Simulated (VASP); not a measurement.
Wanted: the native input for a VASP 6.6.1 run.

```
Task                   : single point
Functional             : PBE
Dispersion             : D3(BJ)
Potentials or basis    : VASP PAW PBE potentials, release 64 (O)
Cutoff                 : 520 eV
k mesh                 : 1 × 1 × 1
Occupations            : fermi-dirac, width 0.02 eV
Spin                   : collinear spin, ferromagnetic start
Starting moments       : [1.0, 1.0, 1.0, 1.0, 1.0, 1.0, 1.0, 1.0, 1.0, 1.0, 1.0, 1.0, 1.0, 1.0, 1.0, 1.0, 1.0, 1.0, 1.0, 1.0, 1.0, 1.0, 1.0, 1.0] μB
Dipole correction      : no
Further INCAR settings : LREAL = Auto; ALGO = Normal; EDIFF = 1e-06; NBANDS = 94
```

The structure of O lies in POSCAR:

```
O
1.0
    7.6699000000      0.0000000000      0.0000000000
    0.0000000000      7.6699000000      0.0000000000
    0.0000000000      0.0000000000      7.6699000000
O
24
Direct
    0.8795029922      0.3780101435      0.2813596005
    0.8638052647      0.2363264189      0.3546851980
    0.4467072582      0.6717558247      0.8374815839
    0.3902788824      0.7510137029      0.7075059649
    0.6778967131      0.0315127968      0.6573618952
    0.5457567895      0.0781626879      0.5929542758
    0.6699044316      0.6720556982      0.2058957744
    0.5500593228      0.7718744703      0.1695589251
    0.0998970000      0.5368127355      0.9095816112
    0.1421530920      0.4669291647      0.7724351035
   -0.0763504087      0.8130484100      0.3850376146
    0.0552288817      0.7356028110      0.4396537113
    0.7375976219      0.4466811823      0.6894353251
    0.7467763595      0.5848576905      0.6183652981
    0.2400552810      0.0656331895      0.1715015841
    0.2322455312     -0.0377188751      0.0513435638
    0.3869541976      0.4320134552      0.4790544857
    0.2798471949      0.4375545965      0.3579577309
    0.5930846556      0.1803674103      0.1243301738
    0.5733712304      0.2170432470     -0.0260238074
    0.8717453943      0.9474047902      0.0323341895
    0.9152400944      0.8390461414     -0.0728953441
    0.1687114565      0.0684233171      0.7200093873
    0.1759344972      0.1213835904      0.5739579395
```

These files were run (other wordings do the same):

INCAR

```
PREC = Accurate
ENCUT = 520
EDIFF = 1E-6
ISMEAR = -1
SIGMA = 0.02
LREAL = Auto
LASPH = True
NELM = 150
ALGO = Normal
ISIF = 2
LWAVE = False
LCHARG = True
ISPIN = 2
MAGMOM = 1 1 1 1 1 1 1 1 1 1 1 1 1 1 1 1 1 1 1 1 1 1 1 1
LORBIT = 11
GGA = PE
IVDW = 12
LELF = True
LVHAR = True
NBANDS = 94
```

KPOINTS

```
regular mesh
0
Gamma
  1 1 1
```

Potentials or basis: VASP PAW PBE potentials, release 64 (O).

The run is started by

```console
$ cat potpaw_PBE.64/O/POTCAR > POTCAR
$ mpirun -np 1 vasp_gam > vasp.out
```

Results of the run:

The pressure is 3.1 GPa. The largest force is 4.335 eV/Å and the band gap on the k mesh is 1.32 eV. The net moment is 24.00 μB per cell and the site moments are O +0.81, +0.82, +0.80 μB. The valence electrons inside the program's atomic spheres are O 4.90, 4.89, 4.88, 4.97, 4.91, 4.95, 4.92, 4.94, 4.93, 4.96 and the dispersion energy per atom is -0.041 eV.

Caveat: the k points lie up to 0.82 Å⁻¹ apart; the standard files for N, O and F lose accuracy on very short bonds.

Wall time 90 s on 1 thread of AMD EPYC 9R14 (Zen 4), with other jobs on the host, peak memory 0.56 GiB.
